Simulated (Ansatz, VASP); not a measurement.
## BaO in VASP and in Ansatz

```
Ba O
1.0
     0.00000    2.71709    2.71709
     2.71709    0.00000    2.71709
     2.71709    2.71709    0.00000
Ba O
1 1
Direct
  0.00000 0.00000 0.00000
  0.50000 0.50000 0.50000
```

Alike in both runs: functional LDA; k mesh 8 × 8 × 8; occupations gaussian, width 0.02 eV; no spin polarisation.

Ansatz relaxed the structure, and its values are those at the end. VASP's run is a single point on that final structure, the one shown.

|  | VASP | Ansatz |
| --- | --- | --- |
| version | VASP 6.6.1 | Ansatz 0.2.0 |
| potentials or method | VASP PAW LDA potentials, release 64 (Ba_sv, O_h), cutoff 1340 eV | scalar-relativistic, plane waves, PAW |
| valence electrons in the cell | 16 | 16 |

|  | VASP | Ansatz | Ansatz less VASP |
| --- | --- | --- | --- |
| gap on the k mesh at the Fermi level (eV) | 1.60 | 1.69 | +0.087 |
| least direct gap on the mesh (eV) | 1.60 | 1.69 | +0.087 |
| pressure (GPa) | 2.2 | 0.0 | -2.19 |

Ansatz warns that its potentials were made for another functional, while VASP's fit it. LDA's correlation is that of Perdew and Zunger in VASP and of Perdew and Wang (1992) in Ansatz.

Neither program's run includes spin-orbit coupling.
